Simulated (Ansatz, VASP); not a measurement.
# Two plane-wave programs on BN

Contents of INCAR:

```
ALGO = Normal
EDIFF = 1E-6
ENCUT = 520
GGA = PS
ISIF = 2
ISMEAR = 0
LASPH = T
LCHARG = F
LREAL = F
LWAVE = F
NBANDS = 16
NELM = 100
PREC = Accurate
SIGMA = 0.01
```

KPOINTS

```
k-points
0
Gamma
  9 9 6
```

Contents of POSCAR:

```
BN
1.0
    2.5659661661      0.0000000000      0.0000000000
   -1.2829830830      2.2221918851      0.0000000000
    0.0000000000      0.0000000000      4.1978069383
B N
2 2
Direct
    0.3333333333      0.6666666667     -0.0003708269
    0.6666666667      0.3333333333      0.4996291731
    0.3333333333      0.6666666667      0.3743708269
    0.6666666667      0.3333333333      0.8743708269
```

Input for Ansatz:

```yaml
crystal:
  lattice:
    - [2.5659661661, 0.0, 0.0]
    - [-1.282983083, 2.2221918851, 0.0]
    - [0.0, 0.0, 4.1978069383]
  atoms:
    - { symbol: B, position: [0.3333333333, 0.6666666667, -0.0003708269] }
    - { symbol: B, position: [0.6666666667, 0.3333333333, 0.4996291731] }
    - { symbol: "N", position: [0.3333333333, 0.6666666667, 0.3743708269] }
    - { symbol: "N", position: [0.6666666667, 0.3333333333, 0.8743708269] }
basis:
  ecutwfc: 600.0
kpoints:
  mp_grid: { grid: [9, 9, 6] }
  band_path:
    path:
      - [0.0, 0.0, 0.0]
      - [0.0, 0.0, 0.0]
      - [0.5, 0.0, 0.0]
      - [0.5, 0.0, 0.4049118142]
      - [0.3333333333, 0.3333333333, 0.0]
      - [0.0, 0.0, 0.5]
      - [0.0049006344, -0.0024503172, 0.0]
      - [-0.0049006344, 0.0024503172, 0.0]
      - [0.0, 0.0, 0.0080172207]
      - [0.0, 0.0, -0.0080172207]
      - [0.0049006344, -0.0024503172, 0.0]
      - [-0.0049006344, 0.0024503172, 0.0]
      - [0.0, 0.0, 0.0080172207]
      - [0.0, 0.0, -0.0080172207]
    npoints: 1
hamiltonian:
  xc: pbesol
  pseudopotentials: { kind: paw, azcp: { folder: soft_1 } }
scf:
  occupations: { method: fixed }
  n_extra_bands: 6
output:
  forces: true
  stress: true
  eigenvalues: true
```

Alike in both runs: task single point; functional PBEsol; k mesh 9 × 9 × 6; no spin polarisation.

|  | VASP | Ansatz |
| --- | --- | --- |
| version | VASP 6.6.1 | Ansatz 0.2.0 |
| potentials or method | VASP PAW PBE potentials, release 64 (B, N), cutoff 520 eV | scalar-relativistic, plane waves, PAW |
| occupations | gaussian, width 0.01 eV | fixed |
| valence electrons in the cell | 16 | 16 |

Ansatz gave:

| Item | Value |
| --- | --- |
| gap on the k mesh at the Fermi level (eV) | 5.04 |
| least direct gap on the mesh (eV) | 8.07 |
| pressure (GPa) | -6.9 |
| traceless stress, the component that is largest in VASP (GPa) | 6.85 |

What did VASP give for the same quantities?

gap on the k mesh at the Fermi level (eV): 5.03; least direct gap on the mesh (eV): 8.07; pressure (GPa): -6.2; traceless stress, the component that is largest in VASP (GPa): 6.87.

VASP's potentials were made for PBE, not for PBEsol, and Ansatz warns of the same on its side.
